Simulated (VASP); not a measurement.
# SnO2 (Cassiterite) (P4_2/mnm) in VASP: notebook

SnO2 (Cassiterite) is run at these levels: r2SCAN; tasks: single point.

Everything below comes from runs of VASP 6.6.1. Logs are shortened: lines on timing, memory, paths and dates and some standing lists are left out, and cuts for length are marked.

## Step 1: The cell of the first run

Symmetry: P4_2/mnm, No. 136, tetragonal system. Conventional cell: a = 4.642 Å, b = 4.642 Å, c = 3.163 Å, α = 90.00°, β = 90.00°, γ = 90.00°. Within 2.7 Å of Sn (site symmetry mmm) lie 6 O at 2.00 to 2.03 Å. Within 2.7 Å of O (site symmetry m2m) lie 3 Sn at 2.00 to 2.03 Å and 1 O at 2.56 Å.

## Step 2: Single point, r2SCAN (volume scaled by 0.94, then relaxed in part)

POSCAR reads:

```
SnO2
1.0
    4.6423384509      0.0000000000      0.0000000000
    0.0000000000      4.6423384509      0.0000000000
    0.0000000000      0.0000000000      3.1631373410
Sn O
2 4
Direct
    0.0000000000      0.0000000000      0.0000000000
    0.5000000000      0.5000000000      0.5000000000
    0.3051207399      0.3051207399      0.0000000000
    0.1948792601      0.8051207399      0.5000000000
    0.6948792601      0.6948792601      0.0000000000
    0.8051207399      0.1948792601      0.5000000000
```

INCAR.step1 reads:

```
SYSTEM = SnO2
PREC = Accurate
ENCUT = 520
ISMEAR = 0
SIGMA = 0.02
LREAL = .False.
LASPH = .True.
NELM = 80
NBANDS = 35
GGA = PE
ALGO = Normal
EDIFF = 1E-4
LWAVE = .True.
LCHARG = .False.
```

INCAR.step2 reads:

```
SYSTEM = SnO2
PREC = Accurate
ENCUT = 520
EDIFF = 1E-6
ISMEAR = 0
SIGMA = 0.02
LREAL = .False.
LASPH = .True.
NELM = 80
ALGO = Normal
ISIF = 2
LWAVE = .False.
LCHARG = .False.
METAGGA = R2SCAN
LMIXTAU = .True.
NBANDS = 35
ISTART = 1
```

KPOINTS reads:

```
regular mesh
0
Gamma
  6 6 8
  0 0 0
```

Potentials or basis: VASP PAW PBE potentials, release 64 (Sn_d, O).

Launch:

```
$ cat potpaw_PBE.64/Sn_d/POTCAR potpaw_PBE.64/O/POTCAR > POTCAR
$ cp INCAR.step1 INCAR
$ mpirun -np 1 vasp_std > vasp.out
$ cp INCAR.step2 INCAR
$ mpirun -np 1 vasp_std > vasp.out
```

OUTCAR:

```text
SYSTEM = SnO2
   PREC = Accurate
   ENCUT = 520
   EDIFF = 1E-6
   ISMEAR = 0
   LREAL = .False.
   LASPH = .True.
   NELM = 80
   ISIF = 2
   METAGGA = R2SCAN
   ISTART = 1

 ion  position               nearest neighbor table
   1  0.000  0.000  0.000-   3 2.00   5 2.00   4 2.03   6 2.03   4 2.03   6 2.03   2 3.64   2 3.64
                             2 3.64   2 3.64   2 3.64   2 3.64   2 3.64   2 3.64
   2  0.500  0.500  0.500-   4 2.00   6 2.00   5 2.03   3 2.03   3 2.03   5 2.03   1 3.64   1 3.64
                             1 3.64   1 3.64   1 3.64   1 3.64   1 3.64   1 3.64
   3  0.305  0.305  0.000-   1 2.00   2 2.03   2 2.03
   4  0.195  0.805  0.500-   2 2.00   1 2.03   1 2.03
   5  0.695  0.695  0.000-   1 2.00   2 2.03   2 2.03
   6  0.805  0.195  0.500-   2 2.00   1 2.03   1 2.03

  LATTYP: Found a simple tetragonal cell.
 ALAT       =     4.6423384509
 C/A-ratio  =     0.6813672408

  Lattice vectors:

 A1 = (   4.6423384509,   0.0000000000,   0.0000000000)
 A2 = (   0.0000000000,   4.6423384509,   0.0000000000)
 A3 = (   0.0000000000,   0.0000000000,   3.1631373410)

Analysis of symmetry for initial positions (statically):
=====================================================================
 Subroutine PRICEL returns:
 Original cell was already a primitive cell.

 Routine SETGRP: Setting up the symmetry group for a
 simple tetragonal supercell.

 Subroutine GETGRP returns: Found 16 space group operations
 (whereof  8 operations were pure point group operations)
 out of a pool of 16 trial point group operations.

The static configuration has the point symmetry D_2h.
 The point group associated with its full space group is D_4h.

Analysis of symmetry for dynamics (positions and initial velocities):
=====================================================================
 Subroutine PRICEL returns:
 Original cell was already a primitive cell.

 Routine SETGRP: Setting up the symmetry group for a
 simple tetragonal supercell.

 Subroutine GETGRP returns: Found 16 space group operations
 (whereof  8 operations were pure point group operations)
 out of a pool of 16 trial point group operations.

The dynamic configuration has the point symmetry D_2h.
 The point group associated with its full space group is D_4h.

 Subroutine INISYM returns: Found 16 space group operations
 (whereof  8 operations are pure point group operations),
 and found     1 'primitive' translations

----------------------------------------------------------------------------------------

                                     Primitive cell

  volume of cell :      68.1697

  direct lattice vectors                    reciprocal lattice vectors
     4.642338451  0.000000000  0.000000000     0.215408680  0.000000000  0.000000000
     0.000000000  4.642338451  0.000000000     0.000000000  0.215408680  0.000000000
     0.000000000  0.000000000  3.163137341     0.000000000  0.000000000  0.316141821

  length of vectors
     4.642338451  4.642338451  3.163137341     0.215408680  0.215408680  0.316141821

  position of ions in fractional coordinates (direct lattice)
     0.000000000  0.000000000  0.000000000
     0.500000000  0.500000000  0.500000000
     0.305120740  0.305120740  0.000000000
     0.194879260  0.805120740  0.500000000
     0.694879260  0.694879260  0.000000000
     0.805120740  0.194879260  0.500000000

  ion indices of the primitive-cell ions
   primitive index   ion index
                 1           1
                 2           2
                 3           3
                 4           4
                 5           5
                 6           6

----------------------------------------------------------------------------------------

 KPOINTS: regular mesh

Automatic generation of k-mesh.
 Grid dimensions read from file:
 generate k-points for:    6    6    8

 Generating k-lattice:

  Cartesian coordinates                     Fractional coordinates (reciprocal lattice)
     0.035901447  0.000000000  0.000000000     0.166666667  0.000000000  0.000000000
     0.000000000  0.035901447  0.000000000     0.000000000  0.166666667  0.000000000
     0.000000000  0.000000000  0.039517728     0.000000000  0.000000000  0.125000000

  Length of vectors
     0.035901447  0.035901447  0.039517728

  Shift w.r.t. Gamma in fractional coordinates (k-lattice)
     0.000000000  0.000000000  0.000000000

 Subroutine IBZKPT returns following result:
 ===========================================

 Found     50 irreducible k-points:

 Following reciprocal coordinates:
            Coordinates               Weight
  0.000000  0.000000  0.000000      1.000000
  0.166667  0.000000  0.000000      4.000000
  0.333333  0.000000  0.000000      4.000000
  0.500000  0.000000  0.000000      2.000000
  0.166667  0.166667  0.000000      4.000000
  0.333333  0.166667  0.000000      8.000000
[... 16 lines left out ...]
  0.333333  0.000000  0.250000      8.000000
  0.500000  0.000000  0.250000      4.000000
 [... further k-points ...]
   k-points           NKPTS =     50   k-points in BZ     NKDIM =     50   number of bands    NBANDS=     35
   number of dos      NEDOS =    301   number of ions     NIONS =      6
   total plane-waves  NPLWV =  31104
   dimension x,y,z NGX =    36 NGY =   36 NGZ =   24
   dimension x,y,z NGXF=    72 NGYF=   72 NGZF=   48
   ions per type =               2   4
   NGX,Y,Z   is equivalent  to a cutoff of  12.89, 12.89, 12.61 a.u.
   NGXF,Y,Z  is equivalent  to a cutoff of  25.78, 25.78, 25.23 a.u.
 SYSTEM =  SnO2
   PREC   = accura    normal or accurate (medium, high low for compatibility)
   ISTART =      1    job   : 0-new  1-cont  2-samecut
   ICHARG =      0    charge: 1-file 2-atom 10-const
   ISPIN  =      1    spin polarized calculation?
   LNONCOLLINEAR =      F non collinear calculations
   LSORBIT =      F    spin-orbit coupling
   LASPH  =      T    aspherical Exc in radial PAW
   ENCUT  =  520.0 eV  38.22 Ry    6.18 a.u.   8.63  8.63  5.88*2*pi/ulx,y,z
   NELM   =     80;   NELMIN=  2; NELMDL=  0     # of ELM steps
   EDIFF  = 0.1E-05   stopping-criterion for ELM
   LREAL  =      F    real-space projection
   EDIFFG = 0.1E-04   stopping-criterion for IOM
   NSW    =      0    number of steps for IOM
   IBRION =     -1    ionic relax: 0-MD 1-quasi-New 2-CG
   NFREE  =      0    steps in history (QN), initial steepest desc. (CG)
   ISIF   =      2    stress and relaxation
   ISYM   =      2    0-nonsym 1-usesym 2-fastsym
   POTIM  = 0.5000    time-step for ionic-motion
   TEBEG  =    0.0;   TEEND  =   0.0 temperature during run
   PSTRESS=    0.0 pullay stress
   NELECT =      52.0000    total number of electrons
   NUPDOWN=      -1.0000    fix difference up-down
   EMIN   =  10.00;   EMAX   =-10.00  energy-range for DOS
   EFERMI =   0.00;   METHOD = LEGACY
   ISMEAR =     0;   SIGMA  =   0.02  broadening in eV -4-tet -1-fermi 0-gaus
   EFERMI_NEDOS =   21; number of points for ismear=-14 and -15
   IALGO  =     38    algorithm
   IMIX   =      4    mixing-type and parameters
     AMIX     =   0.40;   BMIX     =  1.00
     AMIX_MAG =   1.60;   BMIX_MAG =  1.00
  volume/ion in A,a.u.               =      11.36        76.67
  Fermi-wavevector in a.u.,A,eV,Ry     =   1.495818  2.826686 30.442644  2.237471
  Thomas-Fermi vector in A             =   2.607914
   LORBIT       =      0    0 simple, 1 ext, 2 COOP (PROOUT), +10 PAW based schemes
   METAGGA = R2SCAN    functional components
   LHFCALC =     F    Hartree Fock is set to
   AEXX    =    0.0000 exact exchange contribution
   IVDW    =     0    specifies the selected vdW correction
   LEPSILON=     F    determine dielectric tensor
   LRPA    =     F    only Hartree local field effects (RPA)
 non-spin polarized calculation
 Gauss-broadening in eV      SIGMA  =   0.02
  energy-cutoff  :      520.00
  volume of cell :       68.17
 maximum number of plane-waves:      1867
 NGX is ok and might be reduce to    36
   NGX = 17   NGY = 17   NGZ = 11

 number of electron      51.9999994 magnetization

 Free energy of the ion-electron system (eV)
  ---------------------------------------------------
  ext. energy  EPLUGINS =         0.00000000
  ---------------------------------------------------
  free energy    TOTEN  =       -84.40203107 eV

  energy without entropy =      -84.40203107  energy(sigma->0) =      -84.40203107

 E-fermi :   6.4550     XC(G=0): -12.3337

 val. band max:        6.2960165006   @ k =   0.0000   0.0000   0.0000
 cond. band min:       8.8144128532   @ k =   0.0000   0.0000   0.0000
 fundamental gap:      2.5183963526
 Fermi energy:         6.4549801763

 k-point     1 :       0.0000    0.0000    0.0000
  band No.  band energies     occupation
      1     -15.5714      2.00000
      2     -14.5307      2.00000
      3     -14.1317      2.00000
      4     -14.0661      2.00000
      5     -14.0661      2.00000
      6     -14.0388      2.00000
[... 27 lines left out ...]
     34      20.3360      0.00000
     35      20.3426      0.00000

 k-point     2 :       0.1667    0.0000    0.0000
  band No.  band energies     occupation
      1     -15.5166      2.00000
      2     -14.5593      2.00000
      3     -14.2041      2.00000
      4     -14.0638      2.00000
      5     -14.0637      2.00000
      6     -14.0450      2.00000
[... 27 lines left out ...]
     34      20.2335      0.00000
     35      20.2566      0.00000

 k-point     3 :       0.3333    0.0000    0.0000
  band No.  band energies     occupation
      1     -15.3550      2.00000
      2     -14.7860      2.00000
      3     -14.1921      2.00000
      4     -14.0670      2.00000
      5     -14.0591      2.00000
      6     -14.0588      2.00000
[... 27 lines left out ...]
     34      19.9482      0.00000
     35      20.1274      0.00000

 k-point     4 :       0.5000    0.0000    0.0000
  band No.  band energies     occupation
      1     -15.0983      2.00000
      2     -15.0983      2.00000
      3     -14.1153      2.00000
      4     -14.1153      2.00000
      5     -14.0564      2.00000
      6     -14.0564      2.00000
[... 27 lines left out ...]
     34      19.9371      0.00000
     35      20.5033      0.00000

 k-point     5 :       0.1667    0.1667    0.0000
  band No.  band energies     occupation
      1     -15.4777      2.00000
      2     -14.6362      2.00000
      3     -14.2185      2.00000
      4     -14.0669      2.00000
      5     -14.0585      2.00000
      6     -14.0372      2.00000
[... 638 lines left out ...]
 k-point    22 :       0.1667    0.0000    0.2500
  band No.  band energies     occupation
      1     -15.2597      2.00000
      2     -14.8581      2.00000
      3     -14.6863      2.00000
      4     -14.1429      2.00000
      5     -14.0294      2.00000
      6     -13.9174      2.00000
[... 27 lines left out ...]
     34      19.8681      0.00000
     35      20.0408      0.00000

 k-point    23 :       0.3333    0.0000    0.2500
  band No.  band energies     occupation
      1     -15.2321      2.00000
      2     -15.0312      2.00000
      3     -14.5486      2.00000
      4     -14.1909      2.00000
      5     -13.9448      2.00000
      6     -13.9142      2.00000
[... 27 lines left out ...]
     34      19.8979      0.00000
     35      20.0541      0.00000

 k-point    24 :       0.5000    0.0000    0.2500
  band No.  band energies     occupation
      1     -15.1593      2.00000
      2     -15.1593      2.00000
      3     -14.3655      2.00000
      4     -14.3655      2.00000
      5     -13.9145      2.00000
      6     -13.9145      2.00000
[... 27 lines left out ...]
     34      19.9510      0.00000
     35      20.4316      0.00000

 [... further k-points ...]
[... 5 lines left out ...]
  --------------------------------------------------------------------------------------
  -------------------------------------------------------------------------------------
  Total        6.7850487      6.7850487      7.0054683      0.0000000      0.0000000      0.0000000
  in kB      159.4673972    159.4673972    164.6478671      0.0000000      0.0000000      0.0000000
  external PRESSURE =     161.1942205 kB  Pullay stress =       0.0000000 kB

 VOLUME and BASIS-vectors are now :
 -----------------------------------------------------------------------------
  energy-cutoff  :      520.00
  volume of cell :       68.17
      direct lattice vectors                 reciprocal lattice vectors
     4.642338451  0.000000000  0.000000000     0.215408680  0.000000000  0.000000000
     0.000000000  4.642338451  0.000000000     0.000000000  0.215408680  0.000000000
     0.000000000  0.000000000  3.163137341     0.000000000  0.000000000  0.316141821

 POSITION                                       TOTAL-FORCE (eV/Angst)
 -----------------------------------------------------------------------------------
      0.00000      0.00000      0.00000         0.000000     -0.000000     -0.000000
      2.32117      2.32117      1.58157         0.000000     -0.000000     -0.000000
      1.41647      1.41647      0.00000        -0.012887     -0.012887     -0.000000
      0.90470      3.73764      1.58157         0.012887     -0.012887     -0.000000
      3.22586      3.22586      0.00000         0.012887      0.012887      0.000000
      3.73764      0.90470      1.58157        -0.012887      0.012887      0.000000
 -----------------------------------------------------------------------------------
    total drift:                                0.000000      0.000000      0.000000

  FREE ENERGIE OF THE ION-ELECTRON SYSTEM (eV)
  ---------------------------------------------------
  free  energy   TOTEN  =       -84.4020310708 eV

  energy  without entropy=      -84.4020310708  energy(sigma->0) =      -84.40203107
```

Run time: 2.2 min. Hardware: 1 thread of Intel Xeon 6975P-C (Granite Rapids), shared host; peak memory 0.23 GiB.

Results:

```
Free energy            : -84.4020 eV
Pressure               : 16.1 GPa
Largest force          : 0.018 eV/Å
Band gap on the k mesh : 2.52 eV, direct
```

Forces in eV/Å, atoms in the order of the input:
```
Sn   0.000  0.000  0.000
Sn   0.000  0.000  0.000
O   -0.013 -0.013  0.000
O    0.013 -0.013  0.000
O    0.013  0.013  0.000
O   -0.013  0.013  0.000
```

Caveat: the PAW data sets were made with another functional, which shifts forces and pressure a little; spin-orbit coupling is left out, which moves the levels of the heavy elements.

## Step 3: Single point, r2SCAN (volume scaled by 1.03, then relaxed in part)

POSCAR reads:

```
SnO2
1.0
    4.8187604450      0.0000000000      0.0000000000
    0.0000000000      4.8187604450      0.0000000000
    0.0000000000      0.0000000000      3.2168465589
Sn O
2 4
Direct
    0.0000000000      0.0000000000      0.0000000000
    0.5000000000      0.5000000000      0.5000000000
    0.3065540489      0.3065540489      0.0000000000
    0.1934459511      0.8065540489      0.5000000000
    0.6934459511      0.6934459511      0.0000000000
    0.8065540489      0.1934459511      0.5000000000
```

INCAR.step1 reads:

```
SYSTEM = SnO2
ALGO = Normal
EDIFF = 1E-4
ENCUT = 520
GGA = PE
ISMEAR = 0
LASPH = .True.
LCHARG = .False.
LREAL = .False.
LWAVE = .True.
NBANDS = 35
NELM = 80
PREC = Accurate
SIGMA = 0.02
```

INCAR.step2 reads:

```
SYSTEM = SnO2
ALGO = Normal
EDIFF = 1E-7
ENCUT = 520
ISIF = 2
ISMEAR = 0
ISTART = 1
LASPH = .True.
LCHARG = .False.
LMIXTAU = .True.
LREAL = .False.
LWAVE = .False.
METAGGA = R2SCAN
NBANDS = 35
NELM = 80
PREC = Accurate
SIGMA = 0.02
```

KPOINTS reads:

```
k-points
0
Gamma
  6 6 8
  0 0 0
```

Potentials or basis: VASP PAW PBE potentials, release 64 (Sn_d, O).

Launch:

```
$ cat potpaw_PBE.64/Sn_d/POTCAR potpaw_PBE.64/O/POTCAR > POTCAR
$ cp INCAR.step1 INCAR
$ mpirun -np 1 vasp_std > vasp.out
$ cp INCAR.step2 INCAR
$ mpirun -np 1 vasp_std > vasp.out
```

It took 2.5 min on 1 thread of Intel Xeon 6975P-C (Granite Rapids), shared host; peak memory 0.25 GiB.

It converged, with:

| Quantity | Value |
| --- | --- |
| Free energy | -84.6070 eV |
| Pressure | -4.6 GPa |
| Largest force | 0.032 eV/Å |
| Band gap on the k mesh | 1.48 eV, direct |

Forces in eV/Å, atoms in the order of the input:
```
Sn   0.000  0.000  0.000
Sn   0.000  0.000  0.000
O   -0.023 -0.023  0.000
O    0.023 -0.023  0.000
O    0.023  0.023  0.000
O   -0.023  0.023  0.000
```

Stress tensor (GPa, compression positive):
```
-4.75  0.00  0.00
 0.00 -4.75  0.00
 0.00  0.00 -4.22
```

Levels at points of the mesh, in eV from the valence-band top:
```
           k point  band 22  band 23  band 24  band 25  band 26  band 27  band 28  band 29  band 30  band 31
(0.00, 0.00, 0.00)    -1.21    -1.21    -0.76    -0.76     0.00     1.48     6.57     6.93     6.93    10.95
(0.50, 0.00, 0.00)    -1.92    -1.16    -1.16    -0.61    -0.61     4.68     4.68     7.67     7.67    11.49
(0.50, 0.50, 0.00)    -1.88    -1.28    -1.28    -0.90    -0.90     5.11     5.11     8.02     8.02    11.56
(0.00, 0.00, 0.50)    -2.55    -1.59    -1.59    -1.23    -1.23     6.53     6.53    10.29    10.29    11.40
(0.50, 0.00, 0.50)    -1.68    -1.06    -1.06    -0.72    -0.72     6.79     6.79     8.55     8.55    11.71
(0.50, 0.50, 0.50)    -2.40    -0.94    -0.94    -0.83    -0.83     5.24     5.24     9.46     9.46    11.69
```

Caveat: the PAW data sets were made with another functional, which shifts forces and pressure a little; spin-orbit coupling is left out, which moves the levels of the heavy elements.
